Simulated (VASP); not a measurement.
# Ca (Pm-3m) in VASP: notebook

Aim: see how the results for Ca move with the level of theory and the settings. Levels: PBE, PBE+D3(BJ), RPBE. Tasks: single point.

Program: VASP 6.6.1. These are calculated values, not measurements. Logs are shortened: lines on timing, memory, paths and dates and some standing lists are left out, and cuts for length are marked.

## (1) The cell of the first run

The structure is cubic, space group Pm-3m (No. 221). The conventional cell has a = 3.489 Å, b = 3.489 Å, c = 3.489 Å, α = 90.00°, β = 90.00°, γ = 90.00°. Ca (site symmetry m-3m) has 6 Ca at 3.49 Å within 4.6 Å.

This isn't the form of Ca at room conditions, which is fcc.

## (2) Single point, PBE

Input file INCAR:

```
SYSTEM = Ca
PREC = Accurate
ENCUT = 520
EDIFF = 1E-6
ISMEAR = 0
SIGMA = 0.1
LREAL = .FALSE.
LASPH = .TRUE.
NELM = 100
ALGO = Normal
ISIF = 2
LWAVE = .FALSE.
LCHARG = .TRUE.
GGA = PE
LELF = .TRUE.
LVHAR = .TRUE.
NBANDS = 11
```

Input file KPOINTS:

```
regular mesh
0
G
  2 2 2
  0 0 0
```

Input file POSCAR:

```
Ca
1.0
    3.4886563400      0.0000000000      0.0000000000
    0.0000000000      3.4886563400      0.0000000000
    0.0000000000      0.0000000000      3.4886563400
Ca
1
Direct
    0.0000000000      0.0000000000      0.0000000000
```

Potentials or basis: VASP PAW PBE potentials, release 64 (Ca_sv).

On the command line:

```bash
$ cat potpaw_PBE.64/Ca_sv/POTCAR > POTCAR
$ mpirun -np 1 vasp_std > vasp.out
```

OUTCAR:

```text
SYSTEM = Ca
   PREC = Accurate
   ENCUT = 520
   EDIFF = 1E-6
   ISMEAR = 0
   LREAL = .FALSE.
   LASPH = .TRUE.
   NELM = 100
   ISIF = 2
   GGA = PE

 ion  position               nearest neighbor table
   1  0.000  0.000  0.000-

  LATTYP: Found a simple cubic cell.
 ALAT       =     3.4886563400

  Lattice vectors:

 A1 = (   3.4886563400,   0.0000000000,   0.0000000000)
 A2 = (   0.0000000000,   3.4886563400,   0.0000000000)
 A3 = (   0.0000000000,   0.0000000000,   3.4886563400)

Analysis of symmetry for initial positions (statically):
=====================================================================
 Subroutine PRICEL returns:
 Original cell was already a primitive cell.

 Routine SETGRP: Setting up the symmetry group for a
 simple cubic supercell.

 Subroutine GETGRP returns: Found 48 space group operations
 (whereof 48 operations were pure point group operations)
 out of a pool of 48 trial point group operations.

The static configuration has the point symmetry O_h .

Analysis of symmetry for dynamics (positions and initial velocities):
=====================================================================
 Subroutine PRICEL returns:
 Original cell was already a primitive cell.

 Routine SETGRP: Setting up the symmetry group for a
 simple cubic supercell.

 Subroutine GETGRP returns: Found 48 space group operations
 (whereof 48 operations were pure point group operations)
 out of a pool of 48 trial point group operations.

The dynamic configuration has the point symmetry O_h .

 Subroutine INISYM returns: Found 48 space group operations
 (whereof 48 operations are pure point group operations),
 and found     1 'primitive' translations

----------------------------------------------------------------------------------------

                                     Primitive cell

  volume of cell :      42.4595

  direct lattice vectors                    reciprocal lattice vectors
     3.488656340  0.000000000  0.000000000     0.286643310  0.000000000  0.000000000
     0.000000000  3.488656340  0.000000000     0.000000000  0.286643310  0.000000000
     0.000000000  0.000000000  3.488656340     0.000000000  0.000000000  0.286643310

  length of vectors
     3.488656340  3.488656340  3.488656340     0.286643310  0.286643310  0.286643310

  position of ions in fractional coordinates (direct lattice)
[... 60 lines left out ...]
   IBRION =     -1    ionic relax: 0-MD 1-quasi-New 2-CG
   NFREE  =      0    steps in history (QN), initial steepest desc. (CG)
   ISIF   =      2    stress and relaxation
   ISYM   =      2    0-nonsym 1-usesym 2-fastsym
   POTIM  = 0.5000    time-step for ionic-motion
   TEBEG  =    0.0;   TEEND  =   0.0 temperature during run
   PSTRESS=    0.0 pullay stress
   NELECT =      10.0000    total number of electrons
   NUPDOWN=      -1.0000    fix difference up-down
   EMIN   =  10.00;   EMAX   =-10.00  energy-range for DOS
   EFERMI =   0.00;   METHOD = LEGACY
   ISMEAR =     0;   SIGMA  =   0.10  broadening in eV -4-tet -1-fermi 0-gaus
   EFERMI_NEDOS =   21; number of points for ismear=-14 and -15
   IALGO  =     38    algorithm
   IMIX   =      4    mixing-type and parameters
     AMIX     =   0.40;   BMIX     =  1.00
     AMIX_MAG =   1.60;   BMIX_MAG =  1.00
  volume/ion in A,a.u.               =      42.46       286.53
  Fermi-wavevector in a.u.,A,eV,Ry     =   1.010997  1.910508 13.906725  1.022115
  Thomas-Fermi vector in A             =   2.144020
   LORBIT       =      0    0 simple, 1 ext, 2 COOP (PROOUT), +10 PAW based schemes
   GGA     = PE    functional components
   LHFCALC =     F    Hartree Fock is set to
   AEXX    =    0.0000 exact exchange contribution
   IVDW    =     0    specifies the selected vdW correction
   LEPSILON=     F    determine dielectric tensor
   LRPA    =     F    only Hartree local field effects (RPA)
 non-spin polarized calculation
 Gauss-broadening in eV      SIGMA  =   0.10
  energy-cutoff  :      520.00
  volume of cell :       42.46
 maximum number of plane-waves:      1189
 NGX is ok and might be reduce to    28
   NGX = 13   NGY = 13   NGZ = 13

 number of electron      10.0000000 magnetization

 number of electron       9.9999999 magnetization

 Free energy of the ion-electron system (eV)
  ---------------------------------------------------
  ext. energy  EPLUGINS =         0.00000000
  ---------------------------------------------------
  free energy    TOTEN  =        -1.41855567 eV

  energy without entropy =       -1.39005808  energy(sigma->0) =       -1.40430687

 E-fermi :   1.4399     XC(G=0):  -7.6969

 val. band max:        1.3403602890   @ k =   0.5000   0.0000   0.0000
 cond. band min:       1.4555224016   @ k =   0.5000   0.5000   0.0000
 fundamental gap:      0.1151621127
 Fermi energy:         1.4399487929

 k-point     1 :       0.0000    0.0000    0.0000
  band No.  band energies     occupation
      1     -40.3282      2.00000
      2     -21.2100      2.00000
      3     -21.2100      2.00000
      4     -21.2100      2.00000
      5      -2.0348      2.00000
      6       2.6585      0.00000
      7       2.6585      0.00000
      8       6.0059      0.00000
      9       6.0059      0.00000
     10       6.0059      0.00000
     11      10.5540      0.00000
[... 29 lines left out ...]
 k-point     4 :       0.5000    0.5000    0.5000
  band No.  band energies     occupation
      1     -40.2705      2.00000
      2     -21.3786      2.00000
      3     -21.3786      2.00000
      4     -21.3786      2.00000
      5       2.5331      0.00000
      6       2.5331      0.00000
      7       2.5331      0.00000
      8       6.7601      0.00000
      9       6.7601      0.00000
     10       7.4284      0.00000
     11       7.4284      0.00000

------------------------ aborting loop because EDIFF is reached ----------------------------------------

  FORCE on cell =-STRESS in cart. coord.  units (eV):
  Direction    XX          YY          ZZ          XY          YZ          ZX
  --------------------------------------------------------------------------------------
  -------------------------------------------------------------------------------------
  Total        0.3719354      0.3719354      0.3719354      0.0000000     -0.0000000     -0.0000000
  in kB       14.0347118     14.0347118     14.0347118      0.0000000     -0.0000000     -0.0000000
  external PRESSURE =      14.0347118 kB  Pullay stress =       0.0000000 kB

 VOLUME and BASIS-vectors are now :
 -----------------------------------------------------------------------------
  energy-cutoff  :      520.00
  volume of cell :       42.46
      direct lattice vectors                 reciprocal lattice vectors
     3.488656340  0.000000000  0.000000000     0.286643310  0.000000000  0.000000000
     0.000000000  3.488656340  0.000000000     0.000000000  0.286643310  0.000000000
     0.000000000  0.000000000  3.488656340     0.000000000  0.000000000  0.286643310

 POSITION                                       TOTAL-FORCE (eV/Angst)
 -----------------------------------------------------------------------------------
      0.00000      0.00000      0.00000         0.000000      0.000000      0.000000
 -----------------------------------------------------------------------------------
    total drift:                               -0.000000     -0.000000     -0.000000

  FREE ENERGIE OF THE ION-ELECTRON SYSTEM (eV)
  ---------------------------------------------------
  free  energy   TOTEN  =        -1.4185556728 eV

  energy  without entropy=       -1.3900580768  energy(sigma->0) =       -1.40430687
```

OSZICAR:

```text
N       E                     dE             d eps       ncg     rms          rms(c)
DAV:   1     0.619378137005E+02    0.61938E+02   -0.50946E+03    88   0.847E+02
DAV:   2    -0.140364142268E-01   -0.61952E+02   -0.61555E+02    97   0.200E+02
DAV:   3    -0.138665276723E+01   -0.13726E+01   -0.13620E+01   127   0.311E+01
DAV:   4    -0.143151328251E+01   -0.44861E-01   -0.44853E-01   121   0.363E+00
DAV:   5    -0.143184742463E+01   -0.33414E-03   -0.33414E-03   108   0.336E-01    0.213E+00
DAV:   6    -0.142234362449E+01    0.95038E-02   -0.10341E-02    91   0.111E+00    0.129E+00
DAV:   7    -0.141883814499E+01    0.35055E-02   -0.13550E-02    99   0.135E+00    0.945E-02
DAV:   8    -0.141852008436E+01    0.31806E-03   -0.11725E-03    94   0.310E-01    0.262E-02
DAV:   9    -0.141855986213E+01   -0.39778E-04   -0.21123E-04   135   0.754E-02    0.189E-02
DAV:  10    -0.141855609177E+01    0.37704E-05   -0.22565E-05    88   0.498E-02    0.348E-03
DAV:  11    -0.141855567280E+01    0.41897E-06   -0.22333E-06    88   0.113E-02
   1 F= -.14185557E+01 E0= -.14043069E+01  d E =-.284976E-01
```

stdout:

```text
POSCAR found type information on POSCAR Ca
 POSCAR found :  1 types and       1 ions
 scaLAPACK will be used
 LDA part: xc-table for (Slater+PW92), standard interpolation
 POSCAR, INCAR and KPOINTS ok, starting setup
 FFT: planning ... GRIDC
 FFT: planning ... GRID_SOFT
 FFT: planning ... GRID
 WAVECAR not read
 entering main loop
```

Run time: 8.5 s. Hardware: 1 thread of Intel Xeon 8259CL, shared host; peak memory 0.15 GiB.

Results:

| Quantity | Value |
| --- | --- |
| Free energy | -1.4186 eV |
| Pressure | 1.4 GPa |
| Band gap on the k mesh | zero (bands 5 and 6 overlap by 1.19 eV) |

Levels at points of the mesh, in eV from the Fermi level:
```csv
k point,band 2,band 3,band 4,band 5,band 6,band 7
"(0.00, 0.00, 0.00)",-22.65,-22.65,-22.65,-3.47,1.22,1.22
"(0.50, 0.00, 0.00)",-22.87,-22.63,-22.63,-0.79,-0.10,1.73
"(0.50, 0.50, 0.00)",-22.85,-22.85,-22.61,0.02,1.32,2.80
"(0.50, 0.50, 0.50)",-22.82,-22.82,-22.82,1.09,1.09,1.09
```

Caveat: the k points lie up to 0.90 Å⁻¹ apart, too coarse for converged energies and pressures of a metal.

## (3) Single point, PBE+D3(BJ)

Input file INCAR:

```
PREC     = Accurate       # precision mode
ENCUT    = 520            # plane-wave cutoff, eV
EDIFF    = 1E-7           # SCF threshold, eV
ISMEAR   = 1              # smearing method
SIGMA    = 0.03           # smearing width, eV
LREAL    = F              # projectors in reciprocal space
LASPH    = T              # aspherical terms in the spheres
NELM     = 60             # most SCF steps
ALGO     = Normal         # electronic algorithm
ISIF     = 2              # what is computed and relaxed
LWAVE    = F              # write WAVECAR
LCHARG   = F              # write CHGCAR
GGA      = PE             # functional
IVDW     = 12             # dispersion correction
NBANDS   = 11             # bands
```

Input file KPOINTS:

```
Automatic mesh
0
Gamma
  4 4 4
```

POSCAR is that of step 2.

Potentials or basis: VASP PAW PBE potentials, release 64 (Ca_sv).

On the command line:

```bash
$ cat potpaw_PBE.64/Ca_sv/POTCAR > POTCAR
$ mpirun -np 1 vasp_std > vasp.out
```

It took 9.8 s on 1 thread of Intel Xeon 8259CL, shared host; peak memory 0.16 GiB.

Results (log left out):

- Free energy: -1.6726 eV
- Pressure: 0.6 GPa
- Band gap on the k mesh: zero (bands 5 and 6 overlap by 1.19 eV)
- Dispersion energy per atom: -0.229 eV

Levels at points of the mesh, in eV from the Fermi level:
```csv
k point,band 3,band 4,band 5,band 6,band 7,band 8
"(0.00, 0.00, 0.00)",-22.87,-22.87,-3.71,1.00,1.00,4.34
"(0.50, 0.00, 0.00)",-22.85,-22.85,-1.02,-0.33,1.51,3.09
"(0.50, 0.50, 0.00)",-23.06,-22.83,-0.22,1.10,2.56,2.56
"(0.50, 0.50, 0.50)",-23.04,-23.04,0.86,0.86,0.86,5.10
```

Caveat: the k points lie up to 0.45 Å⁻¹ apart, too coarse for converged energies and pressures of a metal.

(Part 1 of 2 ends here.)
